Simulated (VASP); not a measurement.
# SnO (P4/nmm) in VASP: a series of runs, part 3 of 3

VASP 6.6.1.

## 5. Single point, PBEsol+D3(BJ) (17.19 Å³/atom)

This run uses another cell than the first one, of 17.19 Å³/atom.

INCAR reads:

```
ALGO = Normal
EDIFF = 1E-6
ENCUT = 520
GGA = PS
ISIF = 2
ISMEAR = 0
IVDW = 12
LASPH = True
LCHARG = True
LELF = True
LREAL = False
LVHAR = True
LWAVE = False
NBANDS = 28
NELM = 80
PREC = Accurate
SIGMA = 0.1
```

KPOINTS reads:

```
k-points
0
Gamma
  12 12 10
```

POSCAR reads:

```
SnO
1.0
    3.8059515255      0.0000000000      0.0000000000
    0.0000000000      3.8059515255      0.0000000000
    0.0000000000      0.0000000000      4.7473048475
Sn O
2 2
Direct
    0.5000000000      0.0000000000      0.2427092032
    0.0000000000      0.5000000000      0.7572907968
    0.0000000000      0.0000000000      0.0000000000
    0.5000000000      0.5000000000      0.0000000000
```

Potentials or basis: VASP PAW PBE potentials, release 64 (Sn_d, O).

The run is started by

```console
$ cat potpaw_PBE.64/Sn_d/POTCAR potpaw_PBE.64/O/POTCAR > POTCAR
$ mpirun -np 1 vasp_std > vasp.out
```

OUTCAR:

```text
EDIFF = 1E-6
   ENCUT = 520
   GGA = PS
   ISIF = 2
   ISMEAR = 0
   IVDW = 12
   LASPH = True
   LREAL = False
   NELM = 80
   PREC = Accurate
 IVDW          = 12

 ion  position               nearest neighbor table
   1  0.500  0.000  0.243-   3 2.22   4 2.22   4 2.22   3 2.22   2 3.54   2 3.54   2 3.54   2 3.54
                             2 3.63   2 3.63   2 3.63   2 3.63
   2  0.000  0.500  0.757-   3 2.22   4 2.22   3 2.22   4 2.22   1 3.54   1 3.54   1 3.54   1 3.54
                             1 3.63   1 3.63   1 3.63   1 3.63
   3  0.000  0.000  0.000-   1 2.22   2 2.22   2 2.22   1 2.22
   4  0.500  0.500  0.000-   1 2.22   2 2.22   1 2.22   2 2.22

  LATTYP: Found a simple tetragonal cell.
 ALAT       =     3.8059515255
 C/A-ratio  =     1.2473371812

  Lattice vectors:

 A1 = (   3.8059515255,   0.0000000000,   0.0000000000)
 A2 = (   0.0000000000,   3.8059515255,   0.0000000000)
 A3 = (   0.0000000000,   0.0000000000,   4.7473048475)

Analysis of symmetry for initial positions (statically):
=====================================================================
 Subroutine PRICEL returns:
 Original cell was already a primitive cell.

 Routine SETGRP: Setting up the symmetry group for a
 simple tetragonal supercell.

 Subroutine GETGRP returns: Found 16 space group operations
 (whereof  8 operations were pure point group operations)
 out of a pool of 16 trial point group operations.

The static configuration has the point symmetry D_2d.
 The point group associated with its full space group is D_4h.

Analysis of symmetry for dynamics (positions and initial velocities):
=====================================================================
 Subroutine PRICEL returns:
 Original cell was already a primitive cell.

 Routine SETGRP: Setting up the symmetry group for a
 simple tetragonal supercell.

 Subroutine GETGRP returns: Found 16 space group operations
[... 125 lines left out ...]
   IALGO  =     38    algorithm
   IMIX   =      4    mixing-type and parameters
     AMIX     =   0.40;   BMIX     =  1.00
     AMIX_MAG =   1.60;   BMIX_MAG =  1.00
  volume/ion in A,a.u.               =      17.19       116.01
  Fermi-wavevector in a.u.,A,eV,Ry     =   1.366586  2.582473 25.409658  1.867557
  Thomas-Fermi vector in A             =   2.492714
   LORBIT       =      0    0 simple, 1 ext, 2 COOP (PROOUT), +10 PAW based schemes
   GGA     = PS    functional components
   LHFCALC =     F    Hartree Fock is set to
   AEXX    =    0.0000 exact exchange contribution
   IVDW    =    12    specifies the selected vdW correction
   LEPSILON=     F    determine dielectric tensor
   LRPA    =     F    only Hartree local field effects (RPA)
 non-spin polarized calculation
 Gauss-broadening in eV      SIGMA  =   0.10
  energy-cutoff  :      520.00
  volume of cell :       68.77
 maximum number of plane-waves:      1872
   NGX = 15   NGY = 15   NGZ = 17

 number of electron      39.9999992 magnetization

 Free energy of the ion-electron system (eV)
  ---------------------------------------------------
  ext. energy  EPLUGINS =         0.00000000
  ---------------------------------------------------
  free energy    TOTEN  =       -24.21471734 eV

  energy without entropy =      -24.21396082  energy(sigma->0) =      -24.21433908

 E-fermi :   7.2730     XC(G=0): -10.5981

 val. band max:        7.2281661183   @ k =   0.0833   0.0833   0.0000
 cond. band min:       7.2887055103   @ k =   0.5000   0.5000   0.1000
 fundamental gap:      0.0605393920
 Fermi energy:         7.2730467748

 k-point     1 :       0.0000    0.0000    0.0000
  band No.  band energies     occupation
      1     -14.7059      2.00000
      2     -14.2635      2.00000
      3     -14.2635      2.00000
      4     -14.2525      2.00000
      5     -14.2114      2.00000
      6     -14.2088      2.00000
[... 733 lines left out ...]
     27      14.6819      0.00000
     28      15.1667      0.00000

 [... further k-points ...]

------------------------ aborting loop because EDIFF is reached ----------------------------------------

 Edisp (eV)   -0.87861

 E8    (eV) :    -0.5812

  FORCE on cell =-STRESS in cart. coord.  units (eV):
  Direction    XX          YY          ZZ          XY          YZ          ZX
  --------------------------------------------------------------------------------------
  -------------------------------------------------------------------------------------
  Total      -0.82968    -0.82968    -0.80439     0.00000     0.00000     0.00000
  in kB     -19.33059   -19.33059   -18.74138     0.00000     0.00000     0.00000
  external pressure =      -19.13 kB  Pullay stress =        0.00 kB

 VOLUME and BASIS-vectors are now :
 -----------------------------------------------------------------------------
  energy-cutoff  :      520.00
  volume of cell :       68.77
      direct lattice vectors                 reciprocal lattice vectors
     3.805951525  0.000000000  0.000000000     0.262746384  0.000000000  0.000000000
     0.000000000  3.805951525  0.000000000     0.000000000  0.262746384  0.000000000
     0.000000000  0.000000000  4.747304847     0.000000000  0.000000000  0.210645836

 POSITION                                       TOTAL-FORCE (eV/Angst)
 -----------------------------------------------------------------------------------
      1.90298      0.00000      1.15221         0.000000      0.000000      0.082538
      0.00000      1.90298      3.59509        -0.000000      0.000000     -0.082538
      0.00000      0.00000      0.00000        -0.000000     -0.000000     -0.000000
      1.90298      1.90298      0.00000        -0.000000      0.000000     -0.000000
 -----------------------------------------------------------------------------------
    total drift:                                0.000000      0.000000      0.000000

  FREE ENERGIE OF THE ION-ELECTRON SYSTEM (eV)
  ---------------------------------------------------
  free  energy   TOTEN  =       -25.0933252464 eV

  energy  without entropy=      -25.0925687324  energy(sigma->0) =      -25.09294699
```

OSZICAR:

```text
N       E                     dE             d eps       ncg     rms          rms(c)
DAV:   1     0.415710997835E+03    0.41571E+03   -0.19795E+04  9728   0.221E+03
DAV:   2     0.350291524165E+02   -0.38068E+03   -0.36610E+03  9728   0.541E+02
DAV:   3    -0.244681952593E+02   -0.59497E+02   -0.58225E+02 10848   0.179E+02
DAV:   4    -0.273659770914E+02   -0.28978E+01   -0.28819E+01 10808   0.419E+01
DAV:   5    -0.274347931638E+02   -0.68816E-01   -0.68806E-01 10196   0.697E+00    0.108E+01
DAV:   6    -0.242804474655E+02    0.31543E+01   -0.14279E+01 15304   0.431E+01    0.482E+00
DAV:   7    -0.242495354414E+02    0.30912E-01   -0.17720E+00 11000   0.804E+00    0.241E+00
DAV:   8    -0.242245832865E+02    0.24952E-01   -0.28329E-01 11400   0.346E+00    0.758E-01
DAV:   9    -0.242140692286E+02    0.10514E-01   -0.43112E-02 15108   0.224E+00    0.215E-01
DAV:  10    -0.242149874822E+02   -0.91825E-03   -0.62855E-03 13168   0.765E-01    0.123E-01
DAV:  11    -0.242147011214E+02    0.28636E-03   -0.14788E-03 14496   0.371E-01    0.199E-02
DAV:  12    -0.242147237888E+02   -0.22667E-04   -0.20254E-04  9708   0.813E-02    0.275E-02
DAV:  13    -0.242147176156E+02    0.61731E-05   -0.21613E-05 12164   0.319E-02    0.335E-03
DAV:  14    -0.242147173365E+02    0.27910E-06   -0.17282E-06  7136   0.122E-02
   1 F= -.25093325E+02 E0= -.25092947E+02  d E =-.756514E-03
```

stdout:

```text
POSCAR found type information on POSCAR SnO
 POSCAR found :  2 types and       4 ions
 scaLAPACK will be used
 -----------------------------------------------------------------------------
|                                                                             |
|                                                                             |
|     You enforced a specific xc type in the INCAR file but a different       |
|     I HOPE YOU KNOW WHAT YOU ARE DOING!                                     |
|                                                                             |
 -----------------------------------------------------------------------------

 LDA part: xc-table for (Slater+PW92), standard interpolation
 POSCAR, INCAR and KPOINTS ok, starting setup
 FFT: planning ... GRIDC
 FFT: planning ... GRID_SOFT
 FFT: planning ... GRID
 WAVECAR not read
 entering main loop
```

It took 6.6 min on 1 thread of Intel Xeon 8259CL, shared host; peak memory 0.37 GiB.

What came out:

* Free energy: -25.0933 eV
* Pressure: -1.9 GPa
* Largest force: 0.083 eV/Å
* Band gap on the k mesh: zero (bands 20 and 21 overlap by 0.10 eV)
* Dispersion energy per atom: -0.220 eV

Forces on the atoms (eV/Å):
```
Sn   0.000  0.000  0.083
Sn   0.000  0.000 -0.083
O    0.000  0.000  0.000
O    0.000  0.000  0.000
```

Levels at points of the mesh, in eV from the Fermi level:
```csv
k point,band 18,band 19,band 20,band 21,band 22,band 23
"(0.00, 0.00, 0.00)",-3.24,-3.24,-0.06,2.07,4.47,4.50
"(0.50, 0.00, 0.00)",-4.95,-2.83,-2.83,3.20,3.20,5.79
"(0.50, 0.50, 0.00)",-2.57,-1.94,-1.94,-0.15,-0.15,4.36
"(0.00, 0.00, 0.50)",-3.26,-3.05,-2.25,1.53,2.72,2.72
"(0.50, 0.00, 0.50)",-4.90,-1.79,-1.79,2.59,2.59,5.24
"(0.50, 0.50, 0.50)",-2.85,-2.57,-2.57,2.23,2.23,4.11
```

Caveat: semilocal functionals underestimate gaps, and a narrow one can read as zero; the PAW data sets were made with another functional, which shifts forces and pressure a little; spin-orbit coupling is left out, which moves the levels of the heavy elements.

## 6. Single point, PBEsol+D3(BJ) (17.84 Å³/atom)

This run uses another cell than the first one, of 17.84 Å³/atom.

INCAR reads:

```
SYSTEM = SnO
PREC = Accurate
ENCUT = 520
EDIFF = 1E-7
ISMEAR = 0
SIGMA = 0.1
LREAL = .False.
LASPH = .True.
NELM = 100
ALGO = Normal
ISIF = 2
LWAVE = .False.
LCHARG = .False.
GGA = PS
IVDW = 12
NBANDS = 28
```

KPOINTS reads:

```
regular mesh
0
Gamma
  12 12 10
  0 0 0
```

POSCAR reads:

```
SnO
1.0
    3.8235898332      0.0000000000      0.0000000000
    0.0000000000      3.8235898332      0.0000000000
    0.0000000000      0.0000000000      4.8811016218
Sn O
2 2
Direct
    0.5000000000      0.0000000000      0.2359048331
    0.0000000000      0.5000000000      0.7640951669
    0.0000000000      0.0000000000      0.0000000000
    0.5000000000      0.5000000000      0.0000000000
```

Potentials or basis: VASP PAW PBE potentials, release 64 (Sn_d, O).

The run is started by

```console
$ cat potpaw_PBE.64/Sn_d/POTCAR potpaw_PBE.64/O/POTCAR > POTCAR
$ mpirun -np 1 vasp_std > vasp.out
```

It took 7.6 min on 1 thread of Intel Xeon 8259CL, shared host; peak memory 0.39 GiB.

The run converged. Its results:

* Free energy: -25.0523 eV
* Pressure: -2.9 GPa
* Largest force: 0.079 eV/Å
* Band gap on the k mesh: 0.14 eV (least direct gap 1.94 eV)
* Dispersion energy per atom: -0.211 eV

Forces in eV/Å, atoms in the order of the input:
```
Sn   0.000  0.000  0.079
Sn   0.000  0.000 -0.079
O    0.000  0.000  0.000
O    0.000  0.000  0.000
```

Stress tensor (GPa, compression positive):
```
-2.91  0.00  0.00
 0.00 -2.91  0.00
 0.00  0.00 -2.74
```

Levels at points of the mesh, in eV from the valence-band top:
| k point | band 18 | band 19 | band 20 | band 21 | band 22 | band 23 |
| --- | --- | --- | --- | --- | --- | --- |
| (0.00, 0.00, 0.00) | -3.12 | -3.12 | -0.01 | 1.98 | 4.21 | 4.72 |
| (0.50, 0.00, 0.00) | -4.79 | -2.62 | -2.62 | 3.12 | 3.12 | 5.85 |
| (0.50, 0.50, 0.00) | -2.45 | -1.83 | -1.83 | 0.14 | 0.14 | 4.40 |
| (0.00, 0.00, 0.50) | -3.14 | -3.14 | -2.13 | 1.57 | 2.99 | 2.99 |
| (0.50, 0.00, 0.50) | -4.76 | -1.68 | -1.68 | 2.52 | 2.52 | 5.42 |
| (0.50, 0.50, 0.50) | -2.61 | -2.45 | -2.45 | 2.39 | 2.39 | 3.92 |

Caveat: semilocal functionals underestimate gaps, and a narrow one can read as zero; the PAW data sets were made with another functional, which shifts forces and pressure a little; spin-orbit coupling is left out, which moves the levels of the heavy elements. A k mesh can miss the band edges.

## 7. The runs side by side

```csv
task,cell,cutoff (eV),gap on the mesh (eV),pressure (GPa),largest force (eV/Å)
relaxation of shape and atoms at fixed volume,"relaxed from a = 3.708, b = 3.708, c = 4.436 Å, 4 atoms, atomic positions A",600,none,3.4,0.01
relaxation of shape and atoms at fixed volume,"relaxed from a = 3.733, b = 3.733, c = 4.517 Å, 4 atoms, atomic positions B",600,none,1.4,0.01
single point,"a = 3.791, b = 3.791, c = 4.650 Å, 4 atoms, atomic positions C",520,none,-1.0,0.08
single point,"a = 3.806, b = 3.806, c = 4.747 Å, 4 atoms, atomic positions D",520,none,-1.9,0.08
single point,"a = 3.824, b = 3.824, c = 4.881 Å, 4 atoms, atomic positions E",520,0.14,-2.9,0.08
```

Alike in all rows: level PBEsol+D3(BJ); potentials or basis VASP PAW PBE potentials, release 64 (Sn_d, O); no spin polarisation; k mesh 12 × 12 × 10; smearing gaussian 0.1 eV.

Caveats: the PAW data sets were made with another functional, which shifts forces and pressure a little; spin-orbit coupling is left out, which moves the levels of the heavy elements; semilocal functionals underestimate gaps, and a narrow one can read as zero (at least some runs).

Absolute energies hang on the potentials; compare differences alone.

The gap in the log of VASP goes by the Fermi energy; the results here count the filled bands.